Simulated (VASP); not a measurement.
Si16Ge (a cell with a defect), 17 atoms in the cell. The cell holds a defect, 17 atoms: a = 7.679 Å, b = 7.679 Å, c = 7.679 Å, α = 60.00°, β = 60.00°, γ = 60.00°. 

| Quantity | Value |
| --- | --- |
| Program | VASP 6.6.1 |
| Task | single point |
| Functional | PBEsol |
| Potentials or basis | VASP PAW PBE potentials, release 64 (Si, Ge_d) |
| Cutoff | 520 eV |
| k mesh | 2 × 2 × 2 |
| Occupations | fermi-dirac, width 0.05 eV |
| Spin | no spin polarisation |
| Dipole correction | no |
| Further INCAR settings | LREAL = Auto; ALGO = Normal; EDIFF = 1e-07; NBANDS = 53 |

Potentials or basis: VASP PAW PBE potentials, release 64 (Si, Ge_d).

Command:

```console
$ cat potpaw_PBE.64/Si/POTCAR potpaw_PBE.64/Ge_d/POTCAR > POTCAR
$ mpirun -np 1 vasp_std > vasp.out
```

Hardware: 1 thread of AMD EPYC 7R43 64-Core Processor (Zen 3), with other jobs on the host.

Task: How long does it take, and how much memory?

Result: Run time: 4.5 min on 1 thread of AMD EPYC 7R43 64-Core Processor (Zen 3), on a shared host, peak memory 0.45 GiB. Counts: scf iterations 15, k points 8.
